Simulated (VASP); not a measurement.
Set up this calculation in VASP 6.6.1, as the native input.

```
Task                   : single point
Functional             : r2SCAN
Potentials or basis    : VASP PAW PBE potentials, release 64 (B, As)
Cutoff                 : 520 eV
k mesh                 : 10 × 10 × 10
Occupations            : gaussian, width 0.02 eV
Spin                   : no spin polarisation
Dipole correction      : no
Further INCAR settings : ALGO = Normal; EDIFF = 1e-06; NBANDS = 11
```

Crystal: BAs.

```xyz
2
Lattice="0.0000 2.3885 2.3885 2.3885 0.0000 2.3885 2.3885 2.3885 0.0000" Properties=species:S:1:pos:R:3 pbc="T T T"
B     0.0000    0.0000    0.0000
As    1.1943    1.1943    1.1943
```

These files were run (other wordings do the same):

POSCAR

```
BAs
1.0
    0.0000000000      2.3885000000      2.3885000000
    2.3885000000      0.0000000000      2.3885000000
    2.3885000000      2.3885000000      0.0000000000
B As
1 1
Direct
    0.0000000000      0.0000000000      0.0000000000
    0.2500000000      0.2500000000      0.2500000000
```

INCAR.step1

```
PREC     = Accurate       # precision mode
ENCUT    = 520            # plane-wave cutoff, eV
ISMEAR   = 0              # smearing method
SIGMA    = 0.02           # smearing width, eV
LREAL    = False          # projectors in reciprocal space
LASPH    = True           # aspherical terms in the spheres
NELM     = 60             # most SCF steps
NBANDS   = 11             # bands
GGA      = PE             # functional
ALGO     = Normal         # electronic algorithm
EDIFF    = 1E-4           # SCF threshold, eV
LWAVE    = True           # write WAVECAR
LCHARG   = False          # write CHGCAR
```

INCAR.step2

```
PREC     = Accurate       # precision mode
ENCUT    = 520            # plane-wave cutoff, eV
EDIFF    = 1E-6           # SCF threshold, eV
ISMEAR   = 0              # smearing method
SIGMA    = 0.02           # smearing width, eV
LREAL    = False          # projectors in reciprocal space
LASPH    = True           # aspherical terms in the spheres
NELM     = 60             # most SCF steps
ALGO     = Normal         # electronic algorithm
ISIF     = 2              # what is computed and relaxed
LWAVE    = False          # write WAVECAR
LCHARG   = True           # write CHGCAR
METAGGA  = R2SCAN         # meta-GGA
LMIXTAU  = True         
LELF     = True           # ELF
LVHAR    = True         
NBANDS   = 11             # bands
ISTART   = 1
```

KPOINTS

```
regular mesh
0
Gamma
  10 10 10
```

Potentials or basis: VASP PAW PBE potentials, release 64 (B, As).

Run with:

```bash
$ cat potpaw_PBE.64/B/POTCAR potpaw_PBE.64/As/POTCAR > POTCAR
$ cp INCAR.step1 INCAR
$ mpirun -np 1 vasp_std > vasp.out
$ cp INCAR.step2 INCAR
$ mpirun -np 1 vasp_std > vasp.out
```

Results of the run:

```
Pressure               : 0.9 GPa
Band gap on the k mesh : 1.37 eV, indirect (least direct gap 3.45 eV)
```

Caveat: the PAW data sets were made with another functional, which shifts forces and pressure a little.

Run time: 43 s on 1 thread of Intel(R) Xeon(R) Platinum 8488C (Sapphire Rapids), on a shared host, peak memory 0.17 GiB.
